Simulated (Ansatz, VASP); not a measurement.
# One calculation of ReS, two programs

The input INCAR:

```
SYSTEM = ReS
PREC     = Accurate       ! precision mode
ENCUT    = 520            ! plane-wave cutoff, eV
EDIFF    = 1E-6           ! SCF threshold, eV
ISMEAR   = 0              ! smearing method
SIGMA    = 0.1            ! smearing width, eV
LREAL    = .FALSE.        ! projectors in reciprocal space
LASPH    = .TRUE.         ! aspherical terms in the spheres
NELM     = 150            ! most SCF steps
ALGO     = Normal         ! electronic algorithm
ISIF     = 2              ! what is computed and relaxed
LWAVE    = .FALSE.        ! write WAVECAR
LCHARG   = .FALSE.        ! write CHGCAR
ISPIN    = 2              ! spin polarisation
MAGMOM   = 2 -2 0 0       ! initial moments
LORBIT   = 11             ! projections on sites
LMAXMIX  = 4              ! l up to which the mixer works
GGA      = PE             ! functional
NBANDS   = 25             ! bands
```

The input KPOINTS:

```
regular mesh
0
G
  12 12 8
  0 0 0
```

Contents of POSCAR:

```
ReS
1.0
    3.5948908969      0.0000000000      0.0000000000
   -1.7974454484      3.1132668405      0.0000000000
    0.0000000000      0.0000000000      5.3577963613
Re S
2 2
Direct
    0.0000000000      0.0000000000      0.0000000000
    0.0000000000      0.0000000000      0.5000000000
    0.3333333333      0.6666666667      0.2500000000
    0.6666666667      0.3333333333      0.7500000000
```

Input for Ansatz:

```yaml
crystal:
  lattice:
    - [3.5948908969, 0.0, 0.0]
    - [-1.7974454484, 3.1132668405, 0.0]
    - [0.0, 0.0, 5.3577963613]
  atoms:
    - { symbol: Re, position: [0.0, 0.0, 0.0], spin: 2.0 }
    - { symbol: Re, position: [0.0, 0.0, 0.5], spin: -2.0 }
    - { symbol: S, position: [0.3333333333, 0.6666666667, 0.25] }
    - { symbol: S, position: [0.6666666667, 0.3333333333, 0.75] }
basis:
  ecutwfc: 420
kpoints:
  mp_grid: { grid: [12, 12, 8] }
hamiltonian:
  xc: pbe
scf:
  occupations: { method: gaussian, width: 0.1 }
  lower_state_search: "off"
output:
  forces: true
  stress: true
  eigenvalues: true
  populations: true
magnetization:
  spin_polarized: true
```

Alike in both runs: task single point; functional PBE; k mesh 12 × 12 × 8; occupations gaussian, width 0.1 eV; collinear spin.

|  | VASP | Ansatz |
| --- | --- | --- |
| version | VASP 6.6.1 | Ansatz 0.2.0 |
| potentials or method | VASP PAW PBE potentials, release 64 (Re, S), cutoff 520 eV | scalar-relativistic, plane waves, PAW |
| valence electrons in the cell | 26 | 42 |

```csv
,VASP,Ansatz,Ansatz less VASP
gap on the k mesh at the Fermi level (eV),none,none,-
pressure (GPa),1.0,0.0,-1.03
net moment per atom (μB),0.00,0.00,0.000
```

A gap of «none» marks a metal or a gap that the smearing closes. VASP's potentials hold 26 valence electrons a cell and Ansatz's 42, so a difference there can come from the potentials and not from the codes. Ansatz's warnings: seeded moment not kept.

Spin-orbit coupling is off throughout.
